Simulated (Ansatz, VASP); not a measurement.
## MnS: VASP beside Ansatz

```xyz
2
Lattice="0.0000 2.4735 2.4735 2.4735 0.0000 2.4735 2.4735 2.4735 0.0000" Properties=species:S:1:pos:R:3 pbc="T T T"
Mn    0.0000    0.0000    0.0000
S     3.7102    3.7102    3.7102
```

Alike in both runs: task relaxation of cell and atoms; functional PBEsol; k mesh 9 × 9 × 9; occupations fermi-dirac, width 0.05 eV; collinear spin; Hubbard terms Mn d U = 5.0 eV.

|  | VASP | Ansatz |
| --- | --- | --- |
| version | VASP 6.6.1 | Ansatz 0.2.0 |
| potentials or method | VASP PAW PBE potentials, release 64 (Mn_pv, S) | Ansatz PAW |
| plane-wave cutoff (eV) | 600 | 420 |
| valence electrons in the cell | 19 | 21 |

Ansatz gave:

* gap on the k mesh at the Fermi level, each at its own relaxed structure (eV): 1.16
* net moment per atom (μB): 2.50
* size of the moment on the site where the two differ most (μB): 4.41
* relaxed volume (Å³/atom): 23.00
* relaxed length of the cell vector where the two differ most in proportion (Å): 4.022

Question: Estimate VASP's values.

Answer: gap on the k mesh at the Fermi level, each at its own relaxed structure (eV): 1.26; net moment per atom (μB): 2.50; size of the moment on the site where the two differ most (μB): 4.62; relaxed volume (Å³/atom): 22.94; relaxed length of the cell vector where the two differ most in proportion (Å): 4.018.

VASP's potentials were made for PBE, not for PBEsol. Site moments also hang on the region over which each program counts them. The programs project onto different local orbitals, so the same U acts differently, and such runs can settle in different states. VASP's potentials hold 19 valence electrons a cell and Ansatz's 21, so a difference there can come from the potentials and not from the codes.

Noted on VASP's run: the volume moved by over 15 % at a fixed basis, so the end points are rough. Noted on Ansatz's run: the magnetic or orbital state may not be the lowest; the volume moved by over 15 % at a fixed basis, so the end points are rough; odd divisions of the mesh miss points on the zone boundary, where band edges often lie, so the gap on the mesh can be too wide; the plane-wave basis is chosen anew once the cell has moved, so the energies of steps on either side of that aren't comparable.
